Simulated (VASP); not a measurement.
NaH:

```
CELL_PARAMETERS angstrom
0.00000 2.59692 2.59692
2.59692 0.00000 2.59692
2.59692 2.59692 0.00000
ATOMIC_POSITIONS crystal
Na 0.00000 0.00000 0.00000
H 0.25000 0.25000 0.25000
```

Base run:

* Program: VASP 6.6.1
* Functional: r2SCAN
* Potentials or basis: VASP PAW PBE potentials, release 64 (Na_pv, H)
* Cutoff: 520 eV
* k mesh: 6 × 6 × 6
* Occupations: gaussian, width 0.01 eV
* Spin: no spin polarisation

Its results: band gap on the k mesh 4.07 eV, indirect (least direct gap 4.74 eV); pressure -0.2 GPa.

Question: The run is repeated on the same cell with these changes: functional from r2SCAN to PBE. What comes out?

Answer: Band gap on the k mesh 3.63 eV, indirect (least direct gap 4.32 eV); pressure 0.2 GPa.

r2SCAN gives the wider gap, since meta-GGAs in the generalised Kohn-Sham scheme recover part of the derivative discontinuity.

Caveats: the PAW data sets were made with another functional, which shifts forces and pressure a little (some runs).

A k mesh can miss the band edges.
